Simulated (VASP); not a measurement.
A run of VASP 6.6.1 is set up as follows.

File POSCAR:

```
NbAs
1.0
    0.0000000000      2.9645284153      2.9645284153
    2.9645284153      0.0000000000      2.9645284153
    2.9645284153      2.9645284153      0.0000000000
Nb As
1 1
Direct
    0.0000000000      0.0000000000      0.0000000000
    0.2500000000      0.2500000000      0.2500000000
```

Contents of INCAR.step1:

```
SYSTEM = NbAs
PREC = Accurate
ENCUT = 520
ISMEAR = 0
SIGMA = 0.1
LREAL = .FALSE.
LASPH = .TRUE.
NELM = 150
ISPIN = 2
MAGMOM = 1 0
LMAXMIX = 4
NBANDS = 20
GGA = PE
ALGO = Normal
EDIFF = 1E-4
LWAVE = .TRUE.
LCHARG = .FALSE.
```

INCAR.step2

```
SYSTEM = NbAs
PREC = Accurate
ENCUT = 520
EDIFF = 1E-7
ISMEAR = 0
SIGMA = 0.1
LREAL = .FALSE.
LASPH = .TRUE.
NELM = 150
ALGO = Normal
ISIF = 2
LWAVE = .FALSE.
LCHARG = .TRUE.
ISPIN = 2
MAGMOM = 1 0
LORBIT = 11
LMAXMIX = 4
METAGGA = R2SCAN
LMIXTAU = .TRUE.
LELF = .TRUE.
LVHAR = .TRUE.
NBANDS = 20
ISTART = 1
```

File KPOINTS:

```
Automatic mesh
0
G
  12 12 12
  0 0 0
```

Potentials or basis: VASP PAW PBE potentials, release 64 (Nb_sv, As).

Run with:

```bash
$ cat potpaw_PBE.64/Nb_sv/POTCAR potpaw_PBE.64/As/POTCAR > POTCAR
$ cp INCAR.step1 INCAR
$ mpirun -np 1 vasp_std > vasp.out
$ cp INCAR.step2 INCAR
$ mpirun -np 1 vasp_std > vasp.out
```

(1) Estimate the net moment.

(2) What does it give for the site moments?

(3) Predict the pressure.

Answers

(1) 1.76 μB per cell.

(2) Nb +1.41; As -0.10 μB.

(3) -1.9 GPa.

Caveat: the PAW data sets were made with another functional, which shifts forces and pressure a little.
